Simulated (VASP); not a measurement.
# Al in VASP: notebook, part 2 of 2

VASP 6.6.1. Earlier steps stand in the parts before.

**4. Single point, LDA**

Contents of INCAR:

```
  PREC = Accurate
  ENCUT = 520
  EDIFF = 1E-6
  ISMEAR = 0
  SIGMA = 0.1
  LREAL = Auto
  LASPH = T
  NELM = 100
  ALGO = Normal
  ISIF = 2
  LWAVE = F
  LCHARG = F
  LDIPOL = T
  IDIPOL = 3
  DIPOL = 0.5 0.5 0.322
  NBANDS = 40
```

Contents of KPOINTS:

```
regular mesh
0
Gamma
  5 4 1
```

Contents of POSCAR:

```
Al
1.0
    5.6343731020      0.0000000000      0.0000000000
    0.0000000000      7.9682068563      0.0000000000
    0.0000000000      0.0000000000     19.6723116275
Al
17
Direct
    0.2500000000      0.2500000000      0.2033314679
    0.2500000000      0.7500000000      0.2033314679
    0.7500000000      0.2500000000      0.2033314679
    0.7500000000      0.7500000000      0.2033314679
    0.0000000000      0.0000000000      0.2749343025
    0.0000000000      0.5000000000      0.2749343025
    0.5000000000      0.0000000000      0.2749343025
    0.5000000000      0.5000000000      0.2749343025
    0.2500000000      0.2500000000      0.3484027381
    0.2500000000      0.7500000000      0.3484027381
    0.7500000000      0.2500000000      0.3484027381
    0.7500000000      0.7500000000      0.3484027381
    0.0000000000      0.0000000000      0.4154220298
    0.0000000000      0.5000000000      0.4154220298
    0.5000000000      0.0000000000      0.4154220298
    0.5000000000      0.5000000000      0.4154220298
    0.0833333333      0.1875000000      0.5114887715
```

Potentials or basis: VASP PAW LDA potentials, release 64 (Al).

On the command line:

```sh
$ cat potpaw_LDA.64/Al/POTCAR > POTCAR
$ mpirun -np 1 vasp_std > vasp.out
```

OUTCAR:

```text
PREC = Accurate
   ENCUT = 520
   EDIFF = 1E-6
   ISMEAR = 0
   LREAL = Auto
   LASPH = T
   NELM = 100
   ISIF = 2

 ion  position               nearest neighbor table
   1  0.250  0.250  0.203-   3 2.82   3 2.82   6 2.82   7 2.82   8 2.82   5 2.82   9 2.85
   2  0.250  0.750  0.203-   4 2.82   4 2.82   6 2.82   7 2.82   8 2.82   5 2.82  10 2.85
   3  0.750  0.250  0.203-   1 2.82   1 2.82   6 2.82   7 2.82   8 2.82   5 2.82  11 2.85
   4  0.750  0.750  0.203-   2 2.82   2 2.82   6 2.82   7 2.82   8 2.82   5 2.82  12 2.85
   5  0.000  0.000  0.275-  13 2.76   7 2.82   7 2.82   4 2.82   1 2.82   2 2.82   3 2.82  11 2.84
                            12 2.84   9 2.84  10 2.84
   6  0.000  0.500  0.275-  14 2.76   8 2.82   8 2.82   4 2.82   1 2.82   2 2.82   3 2.82  11 2.84
                            12 2.84   9 2.84  10 2.84
   7  0.500  0.000  0.275-  15 2.76   5 2.82   5 2.82   4 2.82   1 2.82   2 2.82   3 2.82  11 2.84
                            12 2.84   9 2.84  10 2.84
   8  0.500  0.500  0.275-  16 2.76   6 2.82   6 2.82   4 2.82   1 2.82   2 2.82   3 2.82  11 2.84
                            12 2.84   9 2.84  10 2.84
   9  0.250  0.250  0.348-  13 2.77  14 2.77  15 2.77  16 2.77  11 2.82  11 2.82   7 2.84   8 2.84
                             5 2.84   6 2.84   1 2.85
  10  0.250  0.750  0.348-  13 2.77  14 2.77  15 2.77  16 2.77  12 2.82  12 2.82   7 2.84   8 2.84
                             5 2.84   6 2.84   2 2.85
  11  0.750  0.250  0.348-  13 2.77  14 2.77  15 2.77  16 2.77   9 2.82   9 2.82   7 2.84   8 2.84
[... 7 lines left out ...]
  15  0.500  0.000  0.415-   7 2.76   9 2.77  10 2.77  11 2.77  12 2.77  13 2.82  13 2.82  17 3.36

  16  0.500  0.500  0.415-   8 2.76   9 2.77  10 2.77  11 2.77  12 2.77  14 2.82  14 2.82
  17  0.083  0.188  0.511-  13 2.45  14 3.16  15 3.36

  LATTYP: Found a simple orthorhombic cell.
 ALAT       =     5.6343731020
 B/A-ratio  =     1.4142135624
 C/A-ratio  =     3.4914818865

  Lattice vectors:

 A1 = (   5.6343731020,   0.0000000000,   0.0000000000)
 A2 = (   0.0000000000,   7.9682068563,   0.0000000000)
 A3 = (   0.0000000000,   0.0000000000,  19.6723116275)

Analysis of symmetry for initial positions (statically):
=====================================================================
[... 177 lines left out ...]
   NGX = 21   NGY = 29   NGZ = 73

 dipolmoment           0.000000      0.000000      0.194948 electrons x Angstroem

 number of electron      51.0000001 magnetization

 dipolmoment           0.000000      0.000000     -0.008729 electrons x Angstroem

 Free energy of the ion-electron system (eV)
  ---------------------------------------------------
  ext. energy  EPLUGINS =         0.00000000
  ---------------------------------------------------
  free energy    TOTEN  =       -63.94983993 eV

  energy without entropy =      -63.89796831  energy(sigma->0) =      -63.92390412

 E-fermi :  -0.3530     XC(G=0):  -4.4112

 val. band max:       -0.3609241138   @ k =   0.4000   0.0000   0.0000
 cond. band min:      -0.3314991682   @ k =   0.2000   0.2500   0.0000
 fundamental gap:      0.0294249456
 Fermi energy:        -0.3530428158

 k-point     1 :       0.0000    0.0000    0.0000
  band No.  band energies     occupation
      1     -10.8300      2.00000
      2      -8.6134      2.00000
      3      -8.5329      2.00000
      4      -8.3944      2.00000
      5      -6.4487      2.00000
      6      -6.2667      2.00000
[... 429 lines left out ...]
     36       2.1848      0.00000
     37       2.2673      0.00000
 [bands above 37 left out]

------------------------ aborting loop because EDIFF is reached ----------------------------------------

 vacuum level on the upper side and lower side of the slab       (xc-potential included)        -0.156        -0.060

  FORCE on cell =-STRESS in cart. coord.  units (eV):
  Direction    XX          YY          ZZ          XY          YZ          ZX
  --------------------------------------------------------------------------------------
  -------------------------------------------------------------------------------------
  Total      -10.6231947     -3.7197286     -1.4637761      0.7602575      2.0680677      0.9177577
  in kB      -19.2709944     -6.7477695     -2.6553614      1.3791443      3.7515759      1.6648573
  external PRESSURE =      -9.5580418 kB  Pullay stress =       0.0000000 kB

 VOLUME and BASIS-vectors are now :
 -----------------------------------------------------------------------------
  energy-cutoff  :      520.00
  volume of cell :      883.21
      direct lattice vectors                 reciprocal lattice vectors
     5.634373102  0.000000000  0.000000000     0.177482034  0.000000000  0.000000000
     0.000000000  7.968206856  0.000000000     0.000000000  0.125498750  0.000000000
     0.000000000  0.000000000 19.672311628     0.000000000  0.000000000  0.050832867

 POSITION                                       TOTAL-FORCE (eV/Angst)
 -----------------------------------------------------------------------------------
      1.40859      1.99205      4.00000         0.125521     -0.007638      0.232328
      1.40859      5.97616      4.00000        -0.028747     -0.017077      0.265290
      4.22578      1.99205      4.00000        -0.127128     -0.002513      0.185878
      4.22578      5.97616      4.00000         0.033158     -0.014653      0.246866
      0.00000      0.00000      5.40859        -0.040364     -0.018927     -0.233406
      0.00000      3.98410      5.40859        -0.035049     -0.000684     -0.235060
[... 9 lines left out ...]
      2.81719      3.98410      8.17231         0.032675     -0.039665      0.111521
      0.46953      1.49404     10.06217         0.424671      0.997636     -0.003744
 -----------------------------------------------------------------------------------
    total drift:                               -0.000055      0.000550     -0.006731

  FREE ENERGIE OF THE ION-ELECTRON SYSTEM (eV)
  ---------------------------------------------------
  free  energy   TOTEN  =       -63.9498399304 eV

  energy  without entropy=      -63.8979683073  energy(sigma->0) =      -63.92390412

 vacuum level on the upper side and lower side of the slab         3.725         3.795
```

OSZICAR:

```text
N       E                     dE             d eps       ncg     rms          rms(c)
DAV:   1     0.171576191277E+03    0.17158E+03   -0.14649E+04   880   0.878E+02
DAV:   2    -0.539674265346E+02   -0.22554E+03   -0.21292E+03  1176   0.150E+02
DAV:   3    -0.675225279522E+02   -0.13555E+02   -0.13133E+02  1072   0.360E+01
[... 17 lines left out ...]
DAV:  21    -0.639498227660E+02   -0.23918E-04   -0.17740E-06   880   0.282E-03    0.984E-04
DAV:  22    -0.639498348642E+02   -0.12098E-04   -0.10463E-06   768   0.189E-03    0.546E-04
DAV:  23    -0.639498381431E+02   -0.32789E-05   -0.32281E-07   784   0.118E-03    0.398E-04
DAV:  24    -0.639498394787E+02   -0.13355E-05   -0.16798E-07   720   0.919E-04    0.227E-04
DAV:  25    -0.639498399304E+02   -0.45172E-06   -0.52076E-08   680   0.604E-04
   1 F= -.63949840E+02 E0= -.63923904E+02  d E =-.518716E-01
```

stdout:

```text
POSCAR found type information on POSCAR Al
 POSCAR found :  1 types and      17 ions
 scaLAPACK will be used
 LDA part: xc-table for (Slater(with rela. corr.)+CA(PZ))
 , standard interpolation
 POSCAR, INCAR and KPOINTS ok, starting setup
 FFT: planning ... GRIDC
 FFT: planning ... GRID_SOFT
 FFT: planning ... GRID
 WAVECAR not read
 entering main loop
```

It took 38 min on 1 thread of Intel Xeon 8259CL, shared host; peak memory 0.66 GiB.

Results:

```
Free energy            : -63.9498 eV
Largest force          : 1.234 eV/Å
Band gap on the k mesh : zero (an odd number of electrons rules out a gap without spin polarisation)
```

Forces on the atoms (eV/Å):
```
Al   0.126 -0.008  0.232
Al  -0.029 -0.017  0.265
Al  -0.127 -0.003  0.186
Al   0.033 -0.015  0.247
Al  -0.040 -0.019 -0.233
Al  -0.035 -0.001 -0.235
Al   0.007  0.020 -0.213
Al   0.022 -0.004 -0.232
Al   0.044 -0.046  0.030
Al   0.012  0.011  0.065
Al  -0.046 -0.013 -0.065
Al  -0.008  0.047  0.045
Al  -0.349 -0.861 -0.813
Al  -0.022 -0.174  0.304
Al  -0.044  0.123  0.309
Al   0.033 -0.040  0.112
Al   0.425  0.998 -0.004
```

Levels at points of the mesh, in eV from the Fermi level:
| k point | band 24 | band 25 | band 26 | band 27 | band 28 | band 29 |
| --- | --- | --- | --- | --- | --- | --- |
| (0.00, 0.00, 0.00) | -0.80 | -0.53 | -0.37 | -0.20 | 0.14 | 0.49 |
| (0.00, 0.50, 0.00) | -0.87 | -0.74 | -0.20 | 0.08 | 0.18 | 0.28 |

**5. Summary**

| cell | gap on the mesh (eV) | largest force (eV/Å) |
| --- | --- | --- |
| as given, atomic positions A | none | 1.27 |
| as given, atomic positions B | none | 0.55 |
| as given, atomic positions C | none | 1.23 |

Alike in all rows: task single point; level LDA; potentials or basis VASP PAW LDA potentials, release 64 (Al); no spin polarisation; k mesh 5 × 4 × 1; cutoff (eV) 520; smearing gaussian 0.1 eV.

Total energies depend on the potentials used, so only differences within one code and one set of settings carry meaning.

The gap in the log of VASP goes by the Fermi energy; the results here count the filled bands.